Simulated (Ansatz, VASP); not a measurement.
MnHg: VASP beside Ansatz

INCAR

```
ALGO     = Normal         # electronic algorithm
EDIFF    = 1E-6           # SCF threshold, eV
ENCUT    = 520            # plane-wave cutoff, eV
GGA      = PE             # functional
ISIF     = 2              # what is computed and relaxed
ISMEAR   = -1             # smearing method
ISPIN    = 2              # spin polarisation
LASPH    = True           # aspherical terms in the spheres
LCHARG   = False          # write CHGCAR
LMAXMIX  = 4              # l up to which the mixer works
LORBIT   = 11             # projections on sites
LREAL    = False          # projectors in reciprocal space
LWAVE    = False          # write WAVECAR
MAGMOM   = 3.8 -3.8 0 0   # initial moments
NBANDS   = 37             # bands
NELM     = 150            # most SCF steps
PREC     = Accurate       # precision mode
SIGMA    = 0.05           # smearing width, eV
```

Contents of KPOINTS:

```
k-points
0
Gamma
  6 8 6
```

Contents of POSCAR:

```
MnHg
1.0
    3.2880000000      3.2880000000      0.0000000000
    0.0000000000      0.0000000000      3.3130000000
    3.2880000000     -3.2880000000      0.0000000000
Mn Hg
2 2
Direct
    0.5000000000      0.5000000000      0.0000000000
    0.0000000000      0.5000000000      0.5000000000
    0.0000000000      0.0000000000      0.0000000000
    0.5000000000      0.0000000000      0.5000000000
```

Input for Ansatz:

```yaml
crystal:
  lattice:
    - [3.288, 3.288, 0.0]
    - [0.0, 0.0, 3.313]
    - [3.288, -3.288, 0.0]
  atoms:
    - { symbol: Mn, position: [0.5, 0.5, 0.0], spin: 3.8 }
    - { symbol: Mn, position: [0.0, 0.5, 0.5], spin: -3.8 }
    - { symbol: Hg, position: [0.0, 0.0, 0.0] }
    - { symbol: Hg, position: [0.5, 0.0, 0.5] }
magnetization:
  spin_polarized: true
kpoints:
  mp_grid: { grid: [6, 8, 6] }
scf:
  occupations: { method: fermi_dirac, width: 0.05 }
  lower_state_search: "off"
hamiltonian:
  xc: pbe
  pseudopotentials: { kind: paw }
output:
  eigenvalues: false
  eigenstates:
    nscf_kmesh: { grid: [9, 12, 9] }
    top_band: c56
    magnetocrystalline_anisotropy:
      directions: [[0.0, 0.0, 1.0], [0.70710678, -0.70710678, 0.0], [1.0, 0.0, 0.0]]
```

Alike in both runs: task single point; functional PBE; k mesh 6 × 8 × 6; occupations fermi-dirac, width 0.05 eV; collinear spin.

|  | VASP | Ansatz |
| --- | --- | --- |
| version | VASP 6.6.1 | Ansatz 0.2.0 |
| potentials or method | VASP PAW PBE potentials, release 64 (Mn_pv, Hg) | PAW with Ansatz's default frozen-core files, scalar-relativistic |
| plane-wave cutoff (eV) | 520 | 420 |
| valence electrons in the cell | 50 | 70 |

```tsv
	VASP	Ansatz	Ansatz less VASP
net moment per atom (μB)	0.00	0.00	0.000
size of the moment on the site where the two differ most (μB)	3.80	3.85	+0.050
```

Site moments also hang on the region over which each program counts them. With one functional, cell and mesh, what is left measures potentials, basis and numerics. VASP's potentials hold 50 valence electrons a cell and Ansatz's 70, so a difference there can come from the potentials and not from the codes.

Spin-orbit coupling is off throughout.
